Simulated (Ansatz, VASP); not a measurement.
## PIr2 in VASP and in Ansatz

```xyz
3
Lattice="0.0000 2.7767 2.7767 2.7767 0.0000 2.7767 2.7767 2.7767 0.0000" Properties=species:S:1:pos:R:3 pbc="T T T"
P     0.0000    0.0000    0.0000
Ir    1.3883    1.3883    1.3883
Ir    4.1650    4.1650    4.1650
```

Change from the starting cell: volume scaled by 1.01.

Alike in both runs: task single point; functional LDA; k mesh 11 × 11 × 11; occupations fermi-dirac, width 0.05 eV; no spin polarisation.

|  | VASP | Ansatz |
| --- | --- | --- |
| version | VASP 6.6.1 | Ansatz 0.2.0 |
| potentials or method | VASP PAW LDA potentials, release 64 (P, Ir), cutoff 520 eV | all-electron LAPW, scalar-relativistic |

```tsv
	VASP	Ansatz	Ansatz less VASP
pressure (GPa)	-5.9	-7.6	-1.76
```

LDA's correlation is that of Perdew and Zunger in VASP and of Perdew and Wang (1992) in Ansatz. Ansatz ran all-electron here, and VASP with PAW potentials.

Spin-orbit coupling is off throughout.
